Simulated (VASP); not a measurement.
Here is a VASP 6.6.1 calculation.

Contents of INCAR:

```
  PREC = Accurate
  ENCUT = 520
  EDIFF = 1E-7
  ISMEAR = -1
  SIGMA = 0.05
  LREAL = Auto
  LASPH = T
  NELM = 120
  ALGO = Normal
  ISIF = 2
  LWAVE = F
  LCHARG = F
  GGA = PS
  IBRION = 2
  NSW = 100
  EDIFFG = -0.03
  ISYM = -1
  GGA_COMPAT = F
  NELMIN = 4
```

Contents of KPOINTS:

```
explicit points
1
Reciprocal
  0.25000000   0.25000000   0.25000000 1
```

The input POSCAR:

```
C
1.0
    7.1076060000      0.0000000000      0.0000000000
    0.0000000000      7.1076060000      0.0000000000
    0.0000000000      0.0000000000      7.1076060000
C
65
Direct
    0.9981900000      0.9998730000      0.0008650000
    0.0001150000      0.9985230000      0.5062510000
    0.9969340000      0.4988740000      0.0047020000
    0.9969130000      0.4965670000      0.5047060000
    0.5000250000      0.9989450000      0.9940080000
    0.5015450000      0.0004950000      0.4952340000
    0.5021450000      0.4965670000      0.0034060000
    0.4942730000      0.5007600000      0.5037070000
    0.1260070000      0.1243590000      0.1252980000
    0.1291260000      0.1207360000      0.6230450000
    0.1217110000      0.6236540000      0.1270010000
    0.1242040000      0.6205630000      0.6215300000
    0.6256250000      0.1277340000      0.1188470000
    0.6268150000      0.1257280000      0.6235420000
    0.6218610000      0.6227830000      0.1276010000
    0.6251270000      0.6235500000      0.6294790000
    0.2476940000      0.2468270000      0.0016990000
    0.2562200000      0.2471980000      0.5009460000
    0.2571090000      0.7482200000      0.0011610000
    0.2460090000      0.7539770000      0.5027230000
    0.7507950000      0.2517060000      0.9978790000
    0.7501500000      0.2515320000      0.5037880000
    0.7497680000      0.7517150000      0.0014140000
    0.7506860000      0.7495410000      0.5014340000
    0.3755990000      0.3775030000      0.1280330000
    0.3765600000      0.3744630000      0.6236400000
    0.3793450000      0.8768820000      0.1273720000
    0.3755430000      0.8744540000      0.6271400000
    0.8708140000      0.3762890000      0.1263900000
    0.8694500000      0.3757520000      0.6220240000
    0.8764690000      0.8748590000      0.1178190000
    0.8749240000      0.8736770000      0.6271220000
    0.2507920000      0.9987130000      0.2509100000
    0.2566370000      0.0038960000      0.7508120000
    0.2504230000      0.4992720000      0.2485550000
    0.2536370000      0.4980100000      0.7507490000
    0.7520720000      0.0009780000      0.2474910000
    0.7464750000      0.9981320000      0.7459610000
    0.7526610000      0.5017020000      0.2527420000
    0.7514110000      0.5029330000      0.7516160000
    0.3720490000      0.1263040000      0.3754840000
    0.3733390000      0.1264040000      0.8754540000
    0.3697980000      0.6212880000      0.3780680000
    0.3764900000      0.6265750000      0.8794950000
    0.8800700000      0.1250870000      0.3739190000
    0.8746420000      0.1214850000      0.8758390000
    0.8741470000      0.6193910000      0.3721780000
    0.8790180000      0.6248230000      0.8697330000
    0.0043770000      0.2523630000      0.2472890000
    0.9969100000      0.2490280000      0.7462030000
    0.9964360000      0.7524000000      0.2509970000
    0.9983760000      0.7526930000      0.7513940000
    0.5008370000      0.2498690000      0.2512350000
    0.4976180000      0.2466050000      0.7513910000
    0.5014680000      0.7529150000      0.2483820000
    0.4978930000      0.7529260000      0.7488820000
    0.1243110000      0.3707310000      0.3751020000
    0.1264890000      0.3784950000      0.8750710000
    0.1284070000      0.8743910000      0.3693910000
    0.1258750000      0.8724320000      0.8769130000
    0.6170110000      0.3727330000      0.3727830000
    0.6208870000      0.3764930000      0.8795190000
    0.6249720000      0.8718130000      0.3744230000
    0.6234400000      0.8723780000      0.8748150000
    0.8115730000      0.5641770000      0.5633370000
```

Potentials or basis: VASP PAW PBE potentials, release 64 (C).

Command:

```console
$ cat potpaw_PBE.64/C/POTCAR > POTCAR
$ mpirun -np 1 vasp_std > vasp.out
```

Task: Predict the band gap on the k mesh.

Result: 0.82 eV.

Task: Estimate the energy gained by relaxing.

Result: 153.9 meV/atom.

Stress tensor (GPa, compression positive):
```
 1.86 -3.26 -2.32
-3.26 26.29 -2.30
-2.32 -2.30 15.01
```

Caveat: the PAW data sets were made with another functional, which shifts forces and pressure a little.
